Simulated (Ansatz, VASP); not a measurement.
## Cr in VASP and in Ansatz

The input INCAR:

```
SYSTEM = Cr
  ALGO = Normal
  EDIFF = 1E-6
  ENCUT = 520
  GGA = RP
  ISIF = 2
  ISMEAR = -1
  LASPH = .TRUE.
  LCHARG = .FALSE.
  LREAL = .FALSE.
  LWAVE = .FALSE.
  NBANDS = 32
  NELM = 80
  PREC = Accurate
  SIGMA = 0.1
```

File KPOINTS:

```
k-points
0
G
  19 19 5
  0 0 0
```

The input POSCAR:

```
Cr
1.0
    2.5195407505      0.0000000000      0.0000000000
   -1.2597703752      2.1819862958      0.0000000000
    0.0000000000      0.0000000000      8.8542024369
Cr
4
Direct
    1.0000000000      1.0000000000      1.0000000000
    0.0000000000      0.0000000000      0.5000000000
    0.3333333333      0.6666666667      0.2500000000
    0.6666666667      0.3333333333      0.7500000000
```

Input for Ansatz:

```yaml
crystal:
  lattice:
    - [2.5195407505, 0.0, 0.0]
    - [-1.2597703752, 2.1819862958, 0.0]
    - [0.0, 0.0, 8.8542024369]
  atoms:
    - { symbol: Cr, position: [1.0, 1.0, 1.0] }
    - { symbol: Cr, position: [0.0, 0.0, 0.5] }
    - { symbol: Cr, position: [0.3333333333, 0.6666666667, 0.25] }
    - { symbol: Cr, position: [0.6666666667, 0.3333333333, 0.75] }
hamiltonian:
  xc: rpbe
  pseudopotentials:
    kind: paw
    azcp:
      Cr: "pseudopotentials/Cr.paw.azcp"
basis:
  ecutwfc: 420
  fft_grid_basis: typed
kpoints:
  mp_grid: { grid: [19, 19, 5], shift: [0, 0, 0] }
magnetization:
  spin_polarized: false
scf:
  occupations: { method: fermi_dirac, width: 0.1 }
output:
  stress: true
```

Alike in both runs: task single point; functional RPBE; k mesh 19 × 19 × 5; occupations fermi-dirac, width 0.1 eV; no spin polarisation.

|  | VASP | Ansatz |
| --- | --- | --- |
| version | VASP 6.6.1 | Ansatz 0.2.0 |
| potentials or method | VASP PAW PBE potentials, release 64 (Cr_pv), cutoff 520 eV | plane waves (420 eV) with PAW, scalar-relativistic |
| valence electrons in the cell | 48 | 56 |

```csv
,VASP,Ansatz,Ansatz less VASP
pressure (GPa),-0.4,0.0,+0.41
"traceless stress, the component that is largest in VASP (GPa)",0.08,0.00,-0.082
```

VASP's potentials were made for PBE, not for RPBE. VASP's potentials hold 48 valence electrons a cell and Ansatz's 56, so a difference there can come from the potentials and not from the codes.
